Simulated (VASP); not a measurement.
# Al2Pt (I4/mmm) in VASP: relaxation of the atoms with PBE

Aim: the relaxation of the atoms of Al2Pt with PBE.

Program: VASP 6.6.1. These are calculated values, not measurements. Logs are shortened: lines on timing, memory, paths and dates and some standing lists are left out, and cuts for length are marked.

**1. The cell of the first run**

The structure is tetragonal, space group I4/mmm (No. 139). The conventional cell has a = 4.179 Å, b = 4.179 Å, c = 5.674 Å, α = 90.00°, β = 90.00°, γ = 90.00°. Within 3.3 Å of Pt (site symmetry 4/mmm) lie 8 Al at 2.53 Å. Al (site symmetry -4m2) has 4 Pt at 2.53 Å and 6 Al at 2.84 to 2.96 Å within 3.3 Å.

**2. Relaxation of the atoms, PBE**

File INCAR:

```
PREC = Accurate
ENCUT = 520
EDIFF = 1E-7
ISMEAR = -1
SIGMA = 0.05
LREAL = False
LASPH = True
NELM = 60
ALGO = Normal
ISIF = 2
LWAVE = False
LCHARG = False
GGA = PE
IBRION = 2
NSW = 60
EDIFFG = -0.01
```

File KPOINTS:

```
Automatic mesh
0
Gamma
  7 7 7
```

File POSCAR:

```
Al2Pt
1.0
    0.0000000000      2.9550000000      2.8368000000
    2.9550000000      0.0000000000      2.8368000000
    2.9550000000      2.9550000000      0.0000000000
Pt Al
1 2
Direct
    0.0000000000      0.0000000000      0.0000000000
    0.7500000000      0.7500000000      0.7500000000
    0.2500000000      0.2500000000      0.2500000000
```

Potentials or basis: VASP PAW PBE potentials, release 64 (Pt, Al).

Run with:

```
$ cat potpaw_PBE.64/Pt/POTCAR potpaw_PBE.64/Al/POTCAR > POTCAR
$ mpirun -np 1 vasp_std > vasp.out
```

OUTCAR:

```text
PREC = Accurate
   ENCUT = 520
   EDIFF = 1E-7
   ISMEAR = -1
   LREAL = False
   LASPH = True
   NELM = 60
   ISIF = 2
   GGA = PE
   IBRION = 2
   NSW = 60
   EDIFFG = -0.01

 ion  position               nearest neighbor table
   1  0.000  0.000  0.000-   2 2.53   2 2.53   2 2.53   2 2.53   3 2.53   3 2.53   3 2.53   3 2.53

   2  0.750  0.750  0.750-   1 2.53   1 2.53   1 2.53   1 2.53   3 2.84   3 2.84   3 2.96   3 2.96
                             3 2.96   3 2.96
   3  0.250  0.250  0.250-   1 2.53   1 2.53   1 2.53   1 2.53   2 2.84   2 2.84   2 2.96   2 2.96
                             2 2.96   2 2.96

  LATTYP: Found a body centered tetragonal cell.
 ALAT       =     4.1790010768
 C/A-ratio  =     1.3576450199

  Lattice vectors:

 A1 = (   0.0000000000,  -2.9550000000,  -2.8368000000)
 A2 = (   0.0000000000,   2.9550000000,  -2.8368000000)
 A3 = (   2.9550000000,   0.0000000000,   2.8368000000)

Analysis of symmetry for initial positions (statically):
=====================================================================
 Subroutine PRICEL returns:
 Original cell was already a primitive cell.

 Routine SETGRP: Setting up the symmetry group for a
 body centered tetragonal supercell.

 Subroutine GETGRP returns: Found 16 space group operations
 (whereof 16 operations were pure point group operations)
 out of a pool of 16 trial point group operations.

The static configuration has the point symmetry D_4h.

Analysis of symmetry for dynamics (positions and initial velocities):
=====================================================================
 Subroutine PRICEL returns:
 Original cell was already a primitive cell.

 Routine SETGRP: Setting up the symmetry group for a
 body centered tetragonal supercell.

 Subroutine GETGRP returns: Found 16 space group operations
 (whereof 16 operations were pure point group operations)
 out of a pool of 16 trial point group operations.

The dynamic configuration has the point symmetry D_4h.

 Subroutine INISYM returns: Found 16 space group operations
 (whereof 16 operations are pure point group operations),
 and found     1 'primitive' translations

----------------------------------------------------------------------------------------

                                     Primitive cell

  volume of cell :      49.5420

  direct lattice vectors                    reciprocal lattice vectors
     0.000000000  2.955000000  2.836800000    -0.169204738  0.169204738  0.176254935
     2.955000000  0.000000000  2.836800000     0.169204738 -0.169204738  0.176254935
     2.955000000  2.955000000  0.000000000     0.169204738  0.169204738 -0.176254935

  length of vectors
     4.096273824  4.096273824  4.179001077     0.297197390  0.297197390  0.297197390

  position of ions in fractional coordinates (direct lattice)
     0.000000000  0.000000000  0.000000000
     0.750000000  0.750000000  0.750000000
     0.250000000  0.250000000  0.250000000

  ion indices of the primitive-cell ions
   primitive index   ion index
                 1           1
                 2           2
                 3           3

----------------------------------------------------------------------------------------

 KPOINTS: Automatic mesh

Automatic generation of k-mesh.
 Grid dimensions read from file:
 generate k-points for:    7    7    7

 Generating k-lattice:

  Cartesian coordinates                     Fractional coordinates (reciprocal lattice)
    -0.024172105  0.024172105  0.025179276     0.142857143  0.000000000  0.000000000
     0.024172105 -0.024172105  0.025179276     0.000000000  0.142857143  0.000000000
     0.024172105  0.024172105 -0.025179276     0.000000000  0.000000000  0.142857143

  Length of vectors
     0.042456770  0.042456770  0.042456770

  Shift w.r.t. Gamma in fractional coordinates (k-lattice)
     0.000000000  0.000000000  0.000000000

 Subroutine IBZKPT returns following result:
 ===========================================

 Found     40 irreducible k-points:

 Following reciprocal coordinates:
            Coordinates               Weight
  0.000000  0.000000  0.000000      1.000000
  0.142857  0.000000  0.000000      8.000000
  0.285714  0.000000  0.000000      8.000000
  0.428571  0.000000  0.000000      8.000000
  0.142857  0.142857  0.000000      2.000000
  0.285714  0.142857  0.000000      8.000000
[... 16 lines left out ...]
  0.428571  0.285714  0.142857      8.000000
 -0.428571  0.285714  0.142857     16.000000
 [... further k-points ...]
   k-points           NKPTS =     40   k-points in BZ     NKDIM =     40   number of bands    NBANDS=     12
   number of dos      NEDOS =    301   number of ions     NIONS =      3
   total plane-waves  NPLWV =  28800
   dimension x,y,z NGX =    30 NGY =   30 NGZ =   32
   dimension x,y,z NGXF=    60 NGYF=   60 NGZF=   64
   ions per type =               1   2
   NGX,Y,Z   is equivalent  to a cutoff of  12.18, 12.18, 12.73 a.u.
   NGXF,Y,Z  is equivalent  to a cutoff of  24.35, 24.35, 25.46 a.u.
 SYSTEM =  unknown system
   PREC   = accura    normal or accurate (medium, high low for compatibility)
   ISTART =      0    job   : 0-new  1-cont  2-samecut
   ICHARG =      2    charge: 1-file 2-atom 10-const
   ISPIN  =      1    spin polarized calculation?
   LNONCOLLINEAR =      F non collinear calculations
   LSORBIT =      F    spin-orbit coupling
   LASPH  =      T    aspherical Exc in radial PAW
   ENCUT  =  520.0 eV  38.22 Ry    6.18 a.u.   7.62  7.62  7.77*2*pi/ulx,y,z
   NELM   =     60;   NELMIN=  2; NELMDL= -5     # of ELM steps
   EDIFF  = 0.1E-06   stopping-criterion for ELM
   LREAL  =      F    real-space projection
   EDIFFG = -.1E-01   stopping-criterion for IOM
   NSW    =     60    number of steps for IOM
   IBRION =      2    ionic relax: 0-MD 1-quasi-New 2-CG
   NFREE  =      1    steps in history (QN), initial steepest desc. (CG)
   ISIF   =      2    stress and relaxation
   ISYM   =      2    0-nonsym 1-usesym 2-fastsym
   POTIM  = 0.5000    time-step for ionic-motion
   TEBEG  =    0.0;   TEEND  =   0.0 temperature during run
   PSTRESS=    0.0 pullay stress
   NELECT =      16.0000    total number of electrons
   NUPDOWN=      -1.0000    fix difference up-down
   EMIN   =  10.00;   EMAX   =-10.00  energy-range for DOS
   EFERMI =   0.00;   METHOD = LEGACY
   ISMEAR =    -1;   SIGMA  =   0.05  broadening in eV -4-tet -1-fermi 0-gaus
   EFERMI_NEDOS =   21; number of points for ismear=-14 and -15
   IALGO  =     38    algorithm
   IMIX   =      4    mixing-type and parameters
     AMIX     =   0.40;   BMIX     =  1.00
     AMIX_MAG =   1.60;   BMIX_MAG =  1.00
  volume/ion in A,a.u.               =      16.51       111.44
  Fermi-wavevector in a.u.,A,eV,Ry     =   1.123200  2.122539 17.164801  1.261577
  Thomas-Fermi vector in A             =   2.259864
   LORBIT       =      0    0 simple, 1 ext, 2 COOP (PROOUT), +10 PAW based schemes
   GGA     = PE    functional components
   LHFCALC =     F    Hartree Fock is set to
   AEXX    =    0.0000 exact exchange contribution
   IVDW    =     0    specifies the selected vdW correction
   LEPSILON=     F    determine dielectric tensor
   LRPA    =     F    only Hartree local field effects (RPA)
 conjugate gradient relaxation of ions
 non-spin polarized calculation
  energy-cutoff  :      520.00
  volume of cell :       49.54
 maximum number of plane-waves:      1351
   NGX = 15   NGY = 15   NGZ = 15

 number of electron      16.0000000 magnetization

 Free energy of the ion-electron system (eV)
  ---------------------------------------------------
  ext. energy  EPLUGINS =         0.00000000
  ---------------------------------------------------
  free energy    TOTEN  =       -16.16786680 eV

  energy without entropy =      -16.15587236  energy(sigma->0) =      -16.16186958

 E-fermi :   8.3767     XC(G=0): -10.8811

 val. band max:        8.3630569392   @ k =  -0.2857   0.2857   0.1429
 cond. band min:       8.3926319855   @ k =  -0.1429   0.0000   0.1429
 fundamental gap:      0.0295750463
 Fermi energy:         8.3767075496

 k-point     1 :       0.0000    0.0000    0.0000
  band No.  band energies     occupation
      1      -2.1313      2.00000
      2       3.0839      2.00000
      3       3.1400      2.00000
      4       3.1400      2.00000
      5       4.4312      2.00000
      6       4.5990      2.00000
      7      11.6752      0.00000
      8      12.1501      0.00000
      9      12.1501      0.00000
     10      12.4393      0.00000
     11      13.6195      0.00000
     12      14.2436      0.00000

 k-point     2 :       0.1429    0.0000    0.0000
  band No.  band energies     occupation
      1      -1.8427      2.00000
      2       2.9580      2.00000
      3       3.2050      2.00000
      4       3.2290      2.00000
      5       4.4126      2.00000
      6       4.5624      2.00000
      7       9.6925      0.00000
      8      11.5069      0.00000
      9      11.6691      0.00000
     10      12.0404      0.00000
     11      14.0395      0.00000
     12      14.1265      0.00000

 k-point     3 :       0.2857    0.0000    0.0000
  band No.  band energies     occupation
      1      -1.0269      2.00000
      2       2.6096      2.00000
      3       3.3737      2.00000
      4       3.3905      2.00000
      5       4.4913      2.00000
      6       4.5659      2.00000
      7       6.8178      2.00000
      8      10.3128      0.00000
      9      10.5202      0.00000
     10      12.4342      0.00000
     11      13.6366      0.00000
     12      13.7877      0.00000
[... 286 lines left out ...]
 k-point    23 :       0.4286    0.2857    0.1429
  band No.  band energies     occupation
      1      -0.2329      2.00000
      2       2.3070      2.00000
      3       3.4349      2.00000
      4       3.7571      2.00000
      5       4.2213      2.00000
      6       4.8007      2.00000
      7       6.4300      2.00000
      8       7.5865      2.00000
      9       9.5069      0.00000
     10      12.5214      0.00000
     11      12.8780      0.00000
     12      14.2753      0.00000

 k-point    24 :      -0.4286    0.2857    0.1429
  band No.  band energies     occupation
      1       0.8448      2.00000
      2       2.1200      2.00000
      3       3.2770      2.00000
      4       3.9017      2.00000
      5       4.2020      2.00000
      6       4.6321      2.00000
      7       5.2867      2.00000
      8       7.0116      2.00000
      9       8.5478      0.06322
     10      12.4280      0.00000
     11      13.6014      0.00000
     12      14.6626      0.00000

 [... further k-points ...]

------------------------ aborting loop because EDIFF is reached ----------------------------------------

  FORCE on cell =-STRESS in cart. coord.  units (eV):
  Direction    XX          YY          ZZ          XY          YZ          ZX
  --------------------------------------------------------------------------------------
  -------------------------------------------------------------------------------------
  Total        2.4154939      2.4154939      3.0663591      0.0000000      0.0000000      0.0000000
  in kB       78.1165128     78.1165128     99.1653418      0.0000000      0.0000000      0.0000000
  external PRESSURE =      85.1327892 kB  Pullay stress =       0.0000000 kB

 VOLUME and BASIS-vectors are now :
 -----------------------------------------------------------------------------
  energy-cutoff  :      520.00
  volume of cell :       49.54
      direct lattice vectors                 reciprocal lattice vectors
     0.000000000  2.955000000  2.836800000    -0.169204738  0.169204738  0.176254935
     2.955000000  0.000000000  2.836800000     0.169204738 -0.169204738  0.176254935
     2.955000000  2.955000000  0.000000000     0.169204738  0.169204738 -0.176254935

 POSITION                                       TOTAL-FORCE (eV/Angst)
 -----------------------------------------------------------------------------------
      0.00000      0.00000      0.00000         0.000000      0.000000     -0.000000
      4.43250      4.43250      4.25520        -0.000000     -0.000000     -0.000000
      1.47750      1.47750      1.41840         0.000000      0.000000      0.000000
 -----------------------------------------------------------------------------------
    total drift:                                0.000000     -0.000000     -0.000000

  FREE ENERGIE OF THE ION-ELECTRON SYSTEM (eV)
  ---------------------------------------------------
  free  energy   TOTEN  =       -16.1678667992 eV

  energy  without entropy=      -16.1558723635  energy(sigma->0) =      -16.16186958

 reached required accuracy - stopping structural energy minimisation
```

Run time: 45 s. Hardware: 1 thread of Intel Xeon 8259CL, shared host; peak memory 0.18 GiB.

What came out:

- Free energy: -16.1679 eV
- Pressure after relaxing: 8.5 GPa
- Band gap on the k mesh: zero (bands 8 and 9 overlap by 5.33 eV)

Final structure:
```
Pt Al
1.0
     0.00000    2.95500    2.83680
     2.95500    0.00000    2.83680
     2.95500    2.95500    0.00000
Pt Al
1 2
Cartesian
  0.0000 0.0000 0.0000
  4.4325 4.4325 4.2552
  1.4775 1.4775 1.4184
```

Caveat: the relaxation stopped at its first step, so nothing moved; spin-orbit coupling is left out, which moves the levels of the heavy elements.
